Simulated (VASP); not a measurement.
# Hf (Fm-3m) in VASP: notebook

The runs below take Hf through single point, with LDA.

Program: VASP 6.6.1. These are calculated values, not measurements. Logs are shortened: lines on timing, memory, paths and dates and some standing lists are left out, and cuts for length are marked.

## 1. The cell of the first run

Symmetry: Fm-3m, No. 225, cubic system. Conventional cell: a = 4.353 Å, b = 4.353 Å, c = 4.353 Å, α = 90.00°, β = 90.00°, γ = 90.00°. Within 4.1 Å of Hf (site symmetry m-3m) lie 12 Hf at 3.08 Å.

## 2. Single point, LDA

Input file INCAR:

```
ALGO = Normal ; EDIFF = 1E-7
ENCUT = 520 ; ISIF = 2
ISMEAR = -1 ; LASPH = True
LCHARG = True ; LELF = True
LREAL = False ; LVHAR = True
LWAVE = False ; NBANDS = 11
NELM = 60 ; PREC = Accurate
SIGMA = 0.05
```

Input file KPOINTS:

```
k-points
0
Gamma
  8 8 8
```

Input file POSCAR:

```
Hf
1.0
    0.0000000000      2.1763661361      2.1763661361
    2.1763661361      0.0000000000      2.1763661361
    2.1763661361      2.1763661361      0.0000000000
Hf
1
Direct
    0.0000000000      0.0000000000      0.0000000000
```

Potentials or basis: VASP PAW LDA potentials, release 64 (Hf_pv).

Run with:

```
$ cat potpaw_LDA.64/Hf_pv/POTCAR > POTCAR
$ mpirun -np 1 vasp_std > vasp.out
```

OUTCAR:

```text
EDIFF = 1E-7
   ENCUT = 520
   ISIF = 2
   ISMEAR = -1
   LASPH = True
   LREAL = False
   NELM = 60
   PREC = Accurate

 ion  position               nearest neighbor table
   1  0.000  0.000  0.000-

  LATTYP: Found a face centered cubic cell.
 ALAT       =     4.3527322722

  Lattice vectors:

 A1 = (   0.0000000000,   2.1763661361,   2.1763661361)
 A2 = (   2.1763661361,   0.0000000000,   2.1763661361)
 A3 = (   2.1763661361,   2.1763661361,   0.0000000000)

Analysis of symmetry for initial positions (statically):
=====================================================================
 Subroutine PRICEL returns:
 Original cell was already a primitive cell.

 Routine SETGRP: Setting up the symmetry group for a
 face centered cubic supercell.

 Subroutine GETGRP returns: Found 48 space group operations
 (whereof 48 operations were pure point group operations)
 out of a pool of 48 trial point group operations.

The static configuration has the point symmetry O_h .

Analysis of symmetry for dynamics (positions and initial velocities):
=====================================================================
 Subroutine PRICEL returns:
 Original cell was already a primitive cell.

 Routine SETGRP: Setting up the symmetry group for a
 face centered cubic supercell.

 Subroutine GETGRP returns: Found 48 space group operations
 (whereof 48 operations were pure point group operations)
 out of a pool of 48 trial point group operations.

The dynamic configuration has the point symmetry O_h .

 Subroutine INISYM returns: Found 48 space group operations
 (whereof 48 operations are pure point group operations),
 and found     1 'primitive' translations

----------------------------------------------------------------------------------------

                                     Primitive cell

  volume of cell :      20.6170

  direct lattice vectors                    reciprocal lattice vectors
     0.000000000  2.176366136  2.176366136    -0.229740755  0.229740755  0.229740755
     2.176366136  0.000000000  2.176366136     0.229740755 -0.229740755  0.229740755
     2.176366136  2.176366136  0.000000000     0.229740755  0.229740755 -0.229740755

  length of vectors
     3.077846506  3.077846506  3.077846506     0.397922661  0.397922661  0.397922661

  position of ions in fractional coordinates (direct lattice)
     0.000000000  0.000000000  0.000000000

  ion indices of the primitive-cell ions
   primitive index   ion index
                 1           1

----------------------------------------------------------------------------------------

 KPOINTS: k-points

Automatic generation of k-mesh.
 Grid dimensions read from file:
 generate k-points for:    8    8    8

 Generating k-lattice:

  Cartesian coordinates                     Fractional coordinates (reciprocal lattice)
    -0.028717594  0.028717594  0.028717594     0.125000000  0.000000000  0.000000000
     0.028717594 -0.028717594  0.028717594     0.000000000  0.125000000  0.000000000
     0.028717594  0.028717594 -0.028717594     0.000000000  0.000000000  0.125000000

  Length of vectors
     0.049740333  0.049740333  0.049740333

  Shift w.r.t. Gamma in fractional coordinates (k-lattice)
     0.000000000  0.000000000  0.000000000

 Subroutine IBZKPT returns following result:
 ===========================================

 Found     29 irreducible k-points:

 Following reciprocal coordinates:
            Coordinates               Weight
  0.000000  0.000000  0.000000      1.000000
  0.125000  0.000000  0.000000      8.000000
  0.250000  0.000000  0.000000      8.000000
  0.375000  0.000000  0.000000      8.000000
  0.500000  0.000000  0.000000      4.000000
  0.125000  0.125000  0.000000      6.000000
[... 16 lines left out ...]
  0.500000  0.250000  0.125000     48.000000
 -0.375000  0.250000  0.125000     24.000000
 [... further k-points ...]
   k-points           NKPTS =     29   k-points in BZ     NKDIM =     29   number of bands    NBANDS=     11
   number of dos      NEDOS =    301   number of ions     NIONS =      1
   total plane-waves  NPLWV =  13824
   dimension x,y,z NGX =    24 NGY =   24 NGZ =   24
   dimension x,y,z NGXF=    48 NGYF=   48 NGZF=   48
   ions per type =               1
   NGX,Y,Z   is equivalent  to a cutoff of  12.96, 12.96, 12.96 a.u.
   NGXF,Y,Z  is equivalent  to a cutoff of  25.93, 25.93, 25.93 a.u.
 SYSTEM =  unknown system
   PREC   = accura    normal or accurate (medium, high low for compatibility)
   ISTART =      0    job   : 0-new  1-cont  2-samecut
   ICHARG =      2    charge: 1-file 2-atom 10-const
   ISPIN  =      1    spin polarized calculation?
   LNONCOLLINEAR =      F non collinear calculations
   LSORBIT =      F    spin-orbit coupling
   LASPH  =      T    aspherical Exc in radial PAW
   ENCUT  =  520.0 eV  38.22 Ry    6.18 a.u.   5.72  5.72  5.72*2*pi/ulx,y,z
   NELM   =     60;   NELMIN=  2; NELMDL= -5     # of ELM steps
   EDIFF  = 0.1E-06   stopping-criterion for ELM
   LREAL  =      F    real-space projection
   EDIFFG = 0.1E-05   stopping-criterion for IOM
   NSW    =      0    number of steps for IOM
   IBRION =     -1    ionic relax: 0-MD 1-quasi-New 2-CG
   NFREE  =      0    steps in history (QN), initial steepest desc. (CG)
   ISIF   =      2    stress and relaxation
   ISYM   =      2    0-nonsym 1-usesym 2-fastsym
   POTIM  = 0.5000    time-step for ionic-motion
   TEBEG  =    0.0;   TEEND  =   0.0 temperature during run
   PSTRESS=    0.0 pullay stress
   NELECT =      10.0000    total number of electrons
   NUPDOWN=      -1.0000    fix difference up-down
   EMIN   =  10.00;   EMAX   =-10.00  energy-range for DOS
   EFERMI =   0.00;   METHOD = LEGACY
   ISMEAR =    -1;   SIGMA  =   0.05  broadening in eV -4-tet -1-fermi 0-gaus
   EFERMI_NEDOS =   21; number of points for ismear=-14 and -15
   IALGO  =     38    algorithm
   IMIX   =      4    mixing-type and parameters
     AMIX     =   0.40;   BMIX     =  1.00
     AMIX_MAG =   1.60;   BMIX_MAG =  1.00
  volume/ion in A,a.u.               =      20.62       139.13
  Fermi-wavevector in a.u.,A,eV,Ry     =   1.286272  2.430702 22.510786  1.654496
  Thomas-Fermi vector in A             =   2.418357
   LORBIT       =      0    0 simple, 1 ext, 2 COOP (PROOUT), +10 PAW based schemes
   GGA     = CA    functional components
   LHFCALC =     F    Hartree Fock is set to
   AEXX    =    0.0000 exact exchange contribution
   IVDW    =     0    specifies the selected vdW correction
   LEPSILON=     F    determine dielectric tensor
   LRPA    =     F    only Hartree local field effects (RPA)
 non-spin polarized calculation
  energy-cutoff  :      520.00
  volume of cell :       20.62
 maximum number of plane-waves:       568
   NGX = 11   NGY = 11   NGZ = 11

 number of electron      10.0000001 magnetization

 Free energy of the ion-electron system (eV)
  ---------------------------------------------------
  ext. energy  EPLUGINS =         0.00000000
  ---------------------------------------------------
  free energy    TOTEN  =       -10.62955654 eV

  energy without entropy =      -10.61596202  energy(sigma->0) =      -10.62275928

 E-fermi :   5.2161     XC(G=0): -11.8462

 val. band max:        5.2041460222   @ k =   0.5000   0.2500   0.1250
 cond. band min:       5.2695429506   @ k =  -0.3750   0.1250   0.0000
 fundamental gap:      0.0653969284
 Fermi energy:         5.2160587675

 k-point     1 :       0.0000    0.0000    0.0000
  band No.  band energies     occupation
      1     -24.3453      2.00000
      2     -24.3453      2.00000
      3     -24.3453      2.00000
      4      -2.2074      2.00000
      5       6.5693      0.00000
      6       6.5693      0.00000
      7       6.5693      0.00000
      8       9.6277      0.00000
      9       9.6277      0.00000
     10      16.8988      0.00000
     11      17.6120      0.00000

 k-point     2 :       0.1250    0.0000    0.0000
  band No.  band energies     occupation
      1     -24.5169      2.00000
      2     -24.3666      2.00000
      3     -24.3666      2.00000
      4      -1.6178      2.00000
      5       6.0416      0.00000
      6       6.8241      0.00000
      7       6.8241      0.00000
      8       9.3698      0.00000
      9       9.3698      0.00000
     10      17.6107      0.00000
     11      18.0619      0.00000

 k-point     3 :       0.2500    0.0000    0.0000
  band No.  band energies     occupation
      1     -24.9127      2.00000
      2     -24.4174      2.00000
      3     -24.4174      2.00000
      4      -0.1772      2.00000
      5       5.2888      0.37867
      6       6.9518      0.00000
      7       6.9518      0.00000
      8       9.6189      0.00000
      9       9.6189      0.00000
     10      17.0525      0.00000
     11      17.6184      0.00000

 k-point     4 :       0.3750    0.0000    0.0000
  band No.  band energies     occupation
      1     -25.2857      2.00000
      2     -24.4675      2.00000
      3     -24.4675      2.00000
      4       1.0417      2.00000
      5       5.5433      0.00287
      6       6.5284      0.00000
      7       6.5284      0.00000
      8      11.0556      0.00000
      9      11.0556      0.00000
     10      15.7815      0.00000
     11      17.6069      0.00000
[... 239 lines left out ...]
 k-point    22 :       0.3750    0.2500    0.1250
  band No.  band energies     occupation
      1     -25.0043      2.00000
      2     -24.6206      2.00000
      3     -24.4848      2.00000
      4       1.0542      2.00000
      5       4.4624      2.00000
      6       5.9852      0.00000
      7       8.3521      0.00000
      8       8.5684      0.00000
      9      11.5264      0.00000
     10      17.6023      0.00000
     11      18.8641      0.00000

 k-point    23 :       0.5000    0.2500    0.1250
  band No.  band energies     occupation
      1     -25.2022      2.00000
      2     -24.7412      2.00000
      3     -24.5465      2.00000
      4       2.3958      2.00000
      5       4.4624      2.00000
      6       5.2041      1.11857
      7       7.9134      0.00000
      8      10.3229      0.00000
      9      13.0279      0.00000
     10      16.3540      0.00000
     11      17.6287      0.00000

 k-point    24 :      -0.3750    0.2500    0.1250
  band No.  band energies     occupation
      1     -25.2860      2.00000
      2     -24.7792      2.00000
      3     -24.5800      2.00000
      4       2.8126      2.00000
      5       4.2734      2.00000
      6       5.6899      0.00015
      7       7.6247      0.00000
      8      11.3392      0.00000
      9      13.7154      0.00000
     10      14.4825      0.00000
     11      17.6206      0.00000

 [... further k-points ...]
[... 5 lines left out ...]
  --------------------------------------------------------------------------------------
  -------------------------------------------------------------------------------------
  Total       -0.0043269     -0.0043269     -0.0043269      0.0000000      0.0000000     -0.0000000
  in kB       -0.3362486     -0.3362486     -0.3362486      0.0000000      0.0000000     -0.0000000
  external PRESSURE =      -0.3362486 kB  Pullay stress =       0.0000000 kB

 VOLUME and BASIS-vectors are now :
 -----------------------------------------------------------------------------
  energy-cutoff  :      520.00
  volume of cell :       20.62
      direct lattice vectors                 reciprocal lattice vectors
     0.000000000  2.176366136  2.176366136    -0.229740755  0.229740755  0.229740755
     2.176366136  0.000000000  2.176366136     0.229740755 -0.229740755  0.229740755
     2.176366136  2.176366136  0.000000000     0.229740755  0.229740755 -0.229740755

 POSITION                                       TOTAL-FORCE (eV/Angst)
 -----------------------------------------------------------------------------------
      0.00000      0.00000      0.00000         0.000000      0.000000     -0.000000
 -----------------------------------------------------------------------------------
    total drift:                                0.000000     -0.000000     -0.000000

  FREE ENERGIE OF THE ION-ELECTRON SYSTEM (eV)
  ---------------------------------------------------
  free  energy   TOTEN  =       -10.6295565379 eV

  energy  without entropy=      -10.6159620199  energy(sigma->0) =      -10.62275928
```

Wall time 12 s (1 thread of Intel Xeon 8259CL, shared host); peak memory 0.13 GiB.

What came out:

```yaml
Free_energy: -10.6296 eV
Pressure: 0.0 GPa
Band_gap_on_the_k_mesh: zero (band 5 reaches 6.57 eV, above the bottom of band 6 at 4.82 eV)
```

Caveat: spin-orbit coupling is left out, which moves the levels of the heavy elements.

(Part 1 of 2 ends here.)
